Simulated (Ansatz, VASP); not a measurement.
**SiC in VASP and in Ansatz**

Contents of POSCAR:

```
SiC
1.0
   -3.0759982064      0.0000000000      0.0000000000
   -1.5379991032     -2.6638925888      0.0000000000
    0.0000000000      0.0000000000     10.0960000000
Si C
4 4
Direct
    0.3333333333      0.3333333333      0.0000000000
    0.3333333333      0.3333333333      0.5000000000
    0.6666666667      0.6666666667      0.2500000000
    0.6666666667      0.6666666667      0.7500000000
    0.3333333333      0.3333333333      0.1925000000
    0.3333333333      0.3333333333      0.6925000000
    0.6666666667      0.6666666667      0.4425000000
    0.6666666667      0.6666666667      0.9425000000
```

INCAR.step1

```
SYSTEM = SiC
ALGO = Normal ; EDIFF = 1E-4
ENCUT = 520 ; GGA = PE
ISMEAR = 0 ; LASPH = .TRUE.
LCHARG = .FALSE. ; LREAL = .FALSE.
LWAVE = .TRUE. ; NBANDS = 26
NELM = 80 ; PREC = Accurate
SIGMA = 0.05
```

The input INCAR.step2:

```
SYSTEM = SiC
ALGO = Normal ; EDIFF = 1E-7
ENCUT = 520 ; ISIF = 2
ISMEAR = 0 ; ISTART = 1
LASPH = .TRUE. ; LCHARG = .TRUE.
LELF = .TRUE. ; LMIXTAU = .TRUE.
LREAL = .FALSE. ; LVHAR = .TRUE.
LWAVE = .FALSE. ; METAGGA = R2SCAN
NBANDS = 26 ; NELM = 80
PREC = Accurate ; SIGMA = 0.05
```

The input KPOINTS:

```
k-points
0
G
  8 8 3
  0 0 0
```

Input for Ansatz:

```yaml
crystal:
  lattice:
    - [-3.0759982064, 0.0, 0.0]
    - [-1.5379991032, -2.6638925888, 0.0]
    - [0.0, 0.0, 10.096]
  atoms:
    - { symbol: Si, position: [0.3333333333, 0.3333333333, 0.0] }
    - { symbol: Si, position: [0.3333333333, 0.3333333333, 0.5] }
    - { symbol: Si, position: [0.6666666667, 0.6666666667, 0.25] }
    - { symbol: Si, position: [0.6666666667, 0.6666666667, 0.75] }
    - { symbol: C, position: [0.3333333333, 0.3333333333, 0.1925] }
    - { symbol: C, position: [0.3333333333, 0.3333333333, 0.6925] }
    - { symbol: C, position: [0.6666666667, 0.6666666667, 0.4425] }
    - { symbol: C, position: [0.6666666667, 0.6666666667, 0.9425] }
basis:
  ecutwfc: 500
kpoints:
  mp_grid: { grid: [8, 8, 3] }
hamiltonian:
  xc: r2scan
scf:
  occupations: { method: gaussian, width: 0.05 }
output:
  forces: true
  stress: true
  eigenvalues: true
  write_density: true
  write_potential: true
  elf: true
  volumetric_format: npy
```

Alike in both runs: task single point; functional r2SCAN; k mesh 8 × 8 × 3; occupations gaussian, width 0.05 eV; no spin polarisation.

|  | VASP | Ansatz |
| --- | --- | --- |
| version | VASP 6.6.1 | Ansatz 0.2.0 |
| potentials or method | VASP PAW PBE potentials, release 64 (Si, C), cutoff 520 eV | scalar-relativistic, plane waves, PAW |
| valence electrons in the cell | 32 | 32 |

|  | VASP | Ansatz | Ansatz less VASP |
| --- | --- | --- | --- |
| gap on the k mesh at the Fermi level (eV) | 2.96 | 2.95 | -0.007 |
| least direct gap on the mesh (eV) | 4.59 | 4.58 | -0.008 |
| pressure (GPa) | 0.0 | 0.2 | +0.19 |
| traceless stress, the component that is largest in VASP (GPa) | -2.73 | -2.78 | -0.043 |
| rms of the force components (eV/Å) | 0.445 | 0.446 | +0.0007 |

VASP's potentials were made for PBE, not for r2SCAN. Atom by atom the forces differ by 0.001 eV/Å (rms over components).
